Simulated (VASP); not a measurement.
Input of a VASP 6.6.1 run:

The input POSCAR:

```
GeH2
1.0
    3.0117840000      0.0000000000      0.0000000000
    0.0000000000      3.0117840000      0.0000000000
    0.0000000000      0.0000000000      6.1685410000
H Ge
4 2
Direct
    0.0000000000      0.5000000000      0.3300000000
    0.5000000000      0.0000000000      0.6700000000
    0.0000000000      0.0000000000      0.0000000000
    0.5000000000      0.5000000000      0.0000000000
    0.0000000000      0.5000000000      0.7350000000
    0.5000000000      0.0000000000      0.2650000000
```

INCAR.step1

```
SYSTEM = GeH2
ALGO = Normal
EDIFF = 1E-4
ENCUT = 520
GGA = PE
ISMEAR = -1
LASPH = .True.
LCHARG = .False.
LREAL = .False.
LWAVE = .True.
NBANDS = 25
NELM = 60
PREC = Accurate
SIGMA = 0.1
```

Contents of INCAR.step2:

```
SYSTEM = GeH2
ALGO = Normal
EDIFF = 1E-7
ENCUT = 520
ISIF = 2
ISMEAR = -1
ISTART = 1
LASPH = .True.
LCHARG = .False.
LMIXTAU = .True.
LREAL = .False.
LWAVE = .False.
METAGGA = R2SCAN
NBANDS = 25
NELM = 60
PREC = Accurate
SIGMA = 0.1
```

The input KPOINTS:

```
k-points
0
Gamma
  6 6 3
  0 0 0
```

Potentials or basis: VASP PAW PBE potentials, release 64 (H, Ge_d).

Launch:

```console
$ cat potpaw_PBE.64/H/POTCAR potpaw_PBE.64/Ge_d/POTCAR > POTCAR
$ cp INCAR.step1 INCAR
$ mpirun -np 1 vasp_std > vasp.out
$ cp INCAR.step2 INCAR
$ mpirun -np 1 vasp_std > vasp.out
```

Task: Predict the largest force.

Result: 1.375 eV/Å.

Task: Estimate the band gap on the k mesh.

Result: Zero (band 16 reaches 7.67 eV, above the bottom of band 17 at 2.18 eV).

Task: What does it give for the pressure?

Result: -4.0 GPa.

Stress tensor (GPa, compression positive):
```
  0.21   0.00   0.00
  0.00   0.21   0.00
  0.00   0.00 -12.30
```

Caveat: the PAW data sets were made with another functional, which shifts forces and pressure a little.
